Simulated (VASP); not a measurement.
# AlCo3 (Pm-3m) in VASP: further runs, part 2 of 2

VASP 6.6.1. Earlier steps stand in the parts before.

### Step 4. Single point, r2SCAN+D4, collinear spin, ferromagnetic start

This run uses another cell than the first one, of 11.41 Å³/atom, 1.101 times its volume.

Contents of POSCAR:

```
AlCo3
1.0
    3.5731917862      0.0000000000      0.0000000000
    0.0000000000      3.5731917862      0.0000000000
    0.0000000000      0.0000000000      3.5731917862
Al Co
1 3
Direct
    0.0000000000      0.0000000000      0.0000000000
    0.5000000000      0.5000000000      0.0000000000
    0.5000000000      0.0000000000      0.5000000000
    0.0000000000      0.5000000000      0.5000000000
```

Contents of INCAR.step1:

```
SYSTEM = AlCo3
PREC = Accurate
ENCUT = 520
ISMEAR = 0
SIGMA = 0.1
LREAL = .FALSE.
LASPH = .TRUE.
NELM = 150
ISPIN = 2
MAGMOM = 0 1.76 1.76 1.76
LMAXMIX = 4
NBANDS = 27
GGA = PE
ALGO = Normal
EDIFF = 1E-4
LWAVE = .TRUE.
LCHARG = .FALSE.
```

Contents of INCAR.step2:

```
SYSTEM = AlCo3
PREC = Accurate
ENCUT = 520
EDIFF = 1E-6
ISMEAR = 0
SIGMA = 0.1
LREAL = .FALSE.
LASPH = .TRUE.
NELM = 150
ALGO = Normal
ISIF = 2
LWAVE = .FALSE.
LCHARG = .FALSE.
ISPIN = 2
MAGMOM = 0 1.76 1.76 1.76
LORBIT = 11
LMAXMIX = 4
METAGGA = R2SCAN
LMIXTAU = .TRUE.
IVDW = 13
VDW_S6 = 1.0
VDW_S8 = 0.6018749
VDW_A1 = 0.51559235
VDW_A2 = 5.77342911
NBANDS = 27
ISTART = 1
```

Contents of KPOINTS:

```
regular mesh
0
G
  12 12 12
  0 0 0
```

Potentials or basis: VASP PAW PBE potentials, release 64 (Al, Co).

Run with:

```
cat potpaw_PBE.64/Al/POTCAR potpaw_PBE.64/Co/POTCAR > POTCAR
cp INCAR.step1 INCAR
mpirun -np 1 vasp_std > vasp.out
cp INCAR.step2 INCAR
mpirun -np 1 vasp_std > vasp.out
```

OUTCAR:

```text
SYSTEM = AlCo3
   PREC = Accurate
   ENCUT = 520
   EDIFF = 1E-6
   ISMEAR = 0
   LREAL = .FALSE.
   LASPH = .TRUE.
   NELM = 150
   ISIF = 2
   ISPIN = 2
   LORBIT = 11
   METAGGA = R2SCAN
   IVDW = 13
   ISTART = 1

 ion  position               nearest neighbor table
   1  0.000  0.000  0.000-   2 2.53   3 2.53   4 2.53   3 2.53   4 2.53   2 2.53   4 2.53   4 2.53
                             2 2.53   3 2.53   3 2.53   2 2.53
   2  0.500  0.500  0.000-   1 2.53   3 2.53   4 2.53   3 2.53   4 2.53   1 2.53   3 2.53   3 2.53
                             1 2.53   4 2.53   4 2.53   1 2.53
   3  0.500  0.000  0.500-   1 2.53   2 2.53   4 2.53   1 2.53   2 2.53   2 2.53   4 2.53   2 2.53
                             1 2.53   4 2.53   1 2.53   4 2.53
   4  0.000  0.500  0.500-   1 2.53   2 2.53   3 2.53   1 2.53   2 2.53   1 2.53   3 2.53   1 2.53
[... 1681 lines left out ...]

 POSITION                                       TOTAL-FORCE (eV/Angst)
 -----------------------------------------------------------------------------------
      0.00000      0.00000      0.00000         0.000000      0.000000      0.000000
      1.78660      1.78660      0.00000         0.000000      0.000000      0.000000
      1.78660      0.00000      1.78660         0.000000      0.000000      0.000000
      0.00000      1.78660      1.78660         0.000000      0.000000      0.000000
 -----------------------------------------------------------------------------------
    total drift:                                0.000000      0.000000      0.000000

  FREE ENERGIE OF THE ION-ELECTRON SYSTEM (eV)
  ---------------------------------------------------
  free  energy   TOTEN  =       -47.7334376063 eV

  energy  without entropy=      -47.7217980802  energy(sigma->0) =      -47.72761784

 total charge

# of ion       s       p       d       tot
------------------------------------------
    1        0.411   0.435   0.000   0.846
    2        0.486   0.560   7.275   8.320
    3        0.486   0.560   7.275   8.320
    4        0.486   0.560   7.275   8.320
--------------------------------------------------
tot          1.868   2.114  21.825  25.807

 magnetization (x)

# of ion       s       p       d       tot
------------------------------------------
    1       -0.001  -0.036   0.000  -0.038
    2        0.013  -0.008   1.566   1.571
    3        0.013  -0.008   1.566   1.571
    4        0.013  -0.008   1.566   1.571
--------------------------------------------------
tot          0.038  -0.059   4.698   4.677
```

OUTCAR.step1:

```text
SYSTEM = AlCo3
   PREC = Accurate
   ENCUT = 520
   ISMEAR = 0
   LREAL = .FALSE.
   LASPH = .TRUE.
[... 1694 lines left out ...]
      1.78660      1.78660      0.00000         0.000000      0.000000      0.000000
      1.78660      0.00000      1.78660         0.000000      0.000000      0.000000
      0.00000      1.78660      1.78660         0.000000      0.000000      0.000000
 -----------------------------------------------------------------------------------
    total drift:                                0.000000      0.000000      0.000000

  FREE ENERGIE OF THE ION-ELECTRON SYSTEM (eV)
  ---------------------------------------------------
  free  energy   TOTEN  =       -25.5822206953 eV

  energy  without entropy=      -25.5508921234  energy(sigma->0) =      -25.56655641
```

It took 15 min on 1 thread of Oxide Virtual Turin-like, shared host; peak memory 0.25 GiB.

Results:

| Property | Result |
| --- | --- |
| Free energy | -47.7334 eV |
| Pressure | -0.2 GPa |
| Net moment | 4.49 μB per cell |
| Site moments | Al -0.04; Co +1.57 μB |
| Valence electrons inside the program's atomic spheres | Al 0.85; Co 8.32 |
| Dispersion energy per atom | -0.145 eV |

Levels at points of the mesh, in eV from the Fermi level:
Spin up:
```csv
k point,band 15,band 16,band 17,band 18,band 19,band 20
"(0.00, 0.00, 0.00)",-0.91,-0.91,0.32,0.32,0.32,6.24
"(0.50, 0.00, 0.00)",-2.11,-2.11,-0.91,5.23,5.23,5.24
"(0.50, 0.50, 0.00)",-1.91,-1.77,-1.24,-0.06,-0.06,7.94
"(0.50, 0.50, 0.50)",-1.88,-1.31,-1.31,-1.31,-0.90,3.20
```
Spin down:
```csv
k point,band 9,band 10,band 11,band 12,band 13,band 14,band 15,band 16,band 17,band 18
"(0.00, 0.00, 0.00)",-1.09,-1.09,0.31,0.31,0.31,0.53,0.53,0.53,1.46,1.46
"(0.50, 0.00, 0.00)",-1.77,-1.62,-0.89,-0.89,-0.20,0.49,0.53,0.76,1.55,5.61
"(0.50, 0.50, 0.00)",-1.89,-1.89,-0.58,-0.57,-0.43,0.19,0.33,0.44,0.44,2.11
"(0.50, 0.50, 0.50)",-1.30,-1.30,-1.08,-0.72,-0.72,0.42,0.42,0.42,1.17,1.17
```

Caveat: the PAW data sets were made with another functional, which shifts forces and pressure a little; pairwise dispersion overbinds metals, which lowers pressure and volume.

### Step 5. Single point, r2SCAN+D3(BJ), collinear spin, ferromagnetic start

This run uses another cell than the first one, of 11.41 Å³/atom, 1.101 times its volume.

Contents of POSCAR:

```
AlCo3
1.0
    3.5738769801      0.0000000000      0.0000000000
    0.0000000000      3.5738769801      0.0000000000
    0.0000000000      0.0000000000      3.5738769801
Al Co
1 3
Direct
    0.0000000000      0.0000000000      0.0000000000
    0.5000000000      0.5000000000      0.0000000000
    0.5000000000      0.0000000000      0.5000000000
    0.0000000000      0.5000000000      0.5000000000
```

Contents of INCAR.step1:

```
SYSTEM = AlCo3
PREC     = Accurate       ! precision mode
ENCUT    = 520            ! plane-wave cutoff, eV
ISMEAR   = 0              ! smearing method
SIGMA    = 0.1            ! smearing width, eV
LREAL    = .False.        ! projectors in reciprocal space
LASPH    = .True.         ! aspherical terms in the spheres
NELM     = 150            ! most SCF steps
ISPIN    = 2              ! spin polarisation
MAGMOM   = 0 1.76 1.76 1.76 ! initial moments
LMAXMIX  = 4              ! l up to which the mixer works
NBANDS   = 27             ! bands
GGA      = PE             ! functional
ALGO     = Normal         ! electronic algorithm
EDIFF    = 1E-4           ! SCF threshold, eV
LWAVE    = .True.         ! write WAVECAR
LCHARG   = .False.        ! write CHGCAR
```

Contents of INCAR.step2:

```
SYSTEM = AlCo3
PREC     = Accurate       ! precision mode
ENCUT    = 520            ! plane-wave cutoff, eV
EDIFF    = 1E-6           ! SCF threshold, eV
ISMEAR   = 0              ! smearing method
SIGMA    = 0.1            ! smearing width, eV
LREAL    = .False.        ! projectors in reciprocal space
LASPH    = .True.         ! aspherical terms in the spheres
NELM     = 150            ! most SCF steps
ALGO     = Normal         ! electronic algorithm
ISIF     = 2              ! what is computed and relaxed
LWAVE    = .False.        ! write WAVECAR
LCHARG   = .False.        ! write CHGCAR
ISPIN    = 2              ! spin polarisation
MAGMOM   = 0 1.76 1.76 1.76 ! initial moments
LORBIT   = 11             ! projections on sites
LMAXMIX  = 4              ! l up to which the mixer works
METAGGA  = R2SCAN         ! meta-GGA
LMIXTAU  = .True.       
IVDW     = 12             ! dispersion correction
VDW_S6   = 1.0          
VDW_S8   = 0.78981345   
VDW_A1   = 0.49484001   
VDW_A2   = 5.73083694   
NBANDS   = 27             ! bands
ISTART   = 1
```

Contents of KPOINTS:

```
Automatic mesh
0
Gamma
  12 12 12
  0 0 0
```

Potentials or basis: VASP PAW PBE potentials, release 64 (Al, Co).

Run with:

```
cat potpaw_PBE.64/Al/POTCAR potpaw_PBE.64/Co/POTCAR > POTCAR
cp INCAR.step1 INCAR
mpirun -np 1 vasp_std > vasp.out
cp INCAR.step2 INCAR
mpirun -np 1 vasp_std > vasp.out
```

OUTCAR:

```text
SYSTEM = AlCo3
   PREC = Accurate
   ENCUT = 520
   EDIFF = 1E-6
   ISMEAR = 0
   LREAL = .False.
   LASPH = .True.
   NELM = 150
   ISIF = 2
   ISPIN = 2
   LORBIT = 11
   METAGGA = R2SCAN
   IVDW = 12
   ISTART = 1
 IVDW          = 12

 ion  position               nearest neighbor table
   1  0.000  0.000  0.000-   2 2.53   3 2.53   4 2.53   3 2.53   4 2.53   2 2.53   4 2.53   4 2.53
                             2 2.53   3 2.53   3 2.53   2 2.53
   2  0.500  0.500  0.000-   1 2.53   3 2.53   4 2.53   3 2.53   4 2.53   1 2.53   3 2.53   3 2.53
                             1 2.53   4 2.53   4 2.53   1 2.53
   3  0.500  0.000  0.500-   1 2.53   2 2.53   4 2.53   1 2.53   2 2.53   2 2.53   4 2.53   2 2.53
                             1 2.53   4 2.53   1 2.53   4 2.53
   4  0.000  0.500  0.500-   1 2.53   2 2.53   3 2.53   1 2.53   2 2.53   1 2.53   3 2.53   1 2.53
                             2 2.53   3 2.53   2 2.53   3 2.53

  LATTYP: Found a simple cubic cell.
 ALAT       =     3.5738769801

  Lattice vectors:

 A1 = (   3.5738769801,   0.0000000000,   0.0000000000)
[... 1655 lines left out ...]
 E8    (eV) :    -0.2715

  FORCE on cell =-STRESS in cart. coord.  units (eV):
  Direction    XX          YY          ZZ          XY          YZ          ZX
  --------------------------------------------------------------------------------------
  -------------------------------------------------------------------------------------
  Total      -0.37915    -0.37915    -0.37915     0.00000     0.00000    -0.00000
  in kB     -13.30778   -13.30778   -13.30778     0.00000     0.00000    -0.00000
  external pressure =      -13.31 kB  Pullay stress =        0.00 kB

 VOLUME and BASIS-vectors are now :
 -----------------------------------------------------------------------------
  energy-cutoff  :      520.00
  volume of cell :       45.65
      direct lattice vectors                 reciprocal lattice vectors
     3.573876980  0.000000000  0.000000000     0.279808176  0.000000000  0.000000000
     0.000000000  3.573876980  0.000000000     0.000000000  0.279808176  0.000000000
     0.000000000  0.000000000  3.573876980     0.000000000  0.000000000  0.279808176

 POSITION                                       TOTAL-FORCE (eV/Angst)
 -----------------------------------------------------------------------------------
      0.00000      0.00000      0.00000         0.000000      0.000000      0.000000
      1.78694      1.78694      0.00000         0.000000      0.000000      0.000000
      1.78694      0.00000      1.78694         0.000000      0.000000      0.000000
      0.00000      1.78694      1.78694         0.000000      0.000000      0.000000
 -----------------------------------------------------------------------------------
    total drift:                                0.000000      0.000000      0.000000

  FREE ENERGIE OF THE ION-ELECTRON SYSTEM (eV)
  ---------------------------------------------------
  free  energy   TOTEN  =       -47.9369457847 eV

  energy  without entropy=      -47.9253067165  energy(sigma->0) =      -47.93112625

 total charge

# of ion       s       p       d       tot
------------------------------------------
    1        0.411   0.435   0.000   0.846
    2        0.485   0.559   7.275   8.319
    3        0.485   0.559   7.275   8.319
    4        0.485   0.559   7.275   8.319
--------------------------------------------------
tot          1.867   2.112  21.824  25.803

 magnetization (x)

# of ion       s       p       d       tot
------------------------------------------
    1       -0.001  -0.036   0.000  -0.038
    2        0.013  -0.008   1.567   1.572
    3        0.013  -0.008   1.567   1.572
    4        0.013  -0.008   1.567   1.572
--------------------------------------------------
tot          0.038  -0.059   4.701   4.680
```

OUTCAR.step1:

```text
SYSTEM = AlCo3
   PREC = Accurate
   ENCUT = 520
   ISMEAR = 0
   LREAL = .False.
   LASPH = .True.
[... 1694 lines left out ...]
      1.78694      1.78694      0.00000         0.000000      0.000000      0.000000
      1.78694      0.00000      1.78694         0.000000      0.000000      0.000000
      0.00000      1.78694      1.78694         0.000000      0.000000      0.000000
 -----------------------------------------------------------------------------------
    total drift:                                0.000000      0.000000      0.000000

  FREE ENERGIE OF THE ION-ELECTRON SYSTEM (eV)
  ---------------------------------------------------
  free  energy   TOTEN  =       -25.5822343541 eV

  energy  without entropy=      -25.5508994551  energy(sigma->0) =      -25.56656690
```

OSZICAR.step1:

```text
N       E                     dE             d eps       ncg     rms          rms(c)
DAV:   1     0.179180876910E+03    0.17918E+03   -0.12376E+04  9168   0.132E+03
DAV:   2    -0.196856322694E+02   -0.19887E+03   -0.18385E+03  9111   0.274E+02
DAV:   3    -0.297346373345E+02   -0.10049E+02   -0.94995E+01 10072   0.805E+01
DAV:   4    -0.299277367967E+02   -0.19310E+00   -0.19279E+00 10864   0.102E+01
DAV:   5    -0.299356484183E+02   -0.79116E-02   -0.79108E-02 11699   0.181E+00    0.196E+01
DAV:   6    -0.295324915022E+02    0.40316E+00   -0.35209E+01 10643   0.952E+01    0.172E+01
DAV:   7    -0.256300205648E+02    0.39025E+01   -0.10912E+01 10762   0.512E+01    0.403E+00
DAV:   8    -0.256143704056E+02    0.15650E-01   -0.20353E-01 10588   0.357E+00    0.213E+00
DAV:   9    -0.255892854389E+02    0.25085E-01   -0.24305E-02 12657   0.186E+00    0.856E-01
DAV:  10    -0.255826350804E+02    0.66504E-02   -0.61677E-03 12515   0.808E-01    0.273E-01
DAV:  11    -0.255821947147E+02    0.44037E-03   -0.13212E-03 11429   0.524E-01    0.107E-01
DAV:  12    -0.255822343541E+02   -0.39639E-04   -0.43102E-04  5825   0.176E-01
   1 F= -.25582234E+02 E0= -.25566567E+02  d E =-.313349E-01  mag=     3.8576
```

Run time: 16 min. Hardware: 1 thread of Oxide Virtual Turin-like, shared host; peak memory 0.27 GiB.

What came out:

* Free energy: -47.9369 eV
* Pressure: -1.3 GPa
* Net moment: 4.49 μB per cell
* Site moments: Al -0.04; Co +1.57 μB
* Valence electrons inside the program's atomic spheres: Al 0.85; Co 8.32
* Dispersion energy per atom: -0.196 eV

Caveat: three body term missing; the PAW data sets were made with another functional, which shifts forces and pressure a little; pairwise dispersion overbinds metals, which lowers pressure and volume.

### Step 6. The runs side by side

| level | potentials or basis | cell | gap on the mesh (eV) | pressure (GPa) | moment (μB) |
| --- | --- | --- | --- | --- | --- |
| LDA | VASP PAW LDA potentials, release 64 (Al, Co) | a = 3.461 Å, 4 atoms | none | -0.3 | 1.19 |
| r2SCAN+D3(BJ) | VASP PAW PBE potentials, release 64 (Al, Co) | a = 3.565 Å, 4 atoms | none | -0.2 | 4.46 |
| r2SCAN+D4 | VASP PAW PBE potentials, release 64 (Al, Co) | a = 3.573 Å, 4 atoms | none | -0.2 | 4.49 |
| r2SCAN+D3(BJ) | VASP PAW PBE potentials, release 64 (Al, Co) | a = 3.574 Å, 4 atoms | none | -1.3 | 4.49 |

Alike in all rows: task single point; spin collinear, ferromagnetic start; k mesh 12 × 12 × 12; cutoff (eV) 520; smearing gaussian 0.1 eV.

Caveats: the PAW data sets were made with another functional, which shifts forces and pressure a little (some runs); pairwise dispersion overbinds metals, which lowers pressure and volume (some runs); three body term missing (some runs).

Total energies depend on the potentials used, so only differences within one code and one set of settings carry meaning.
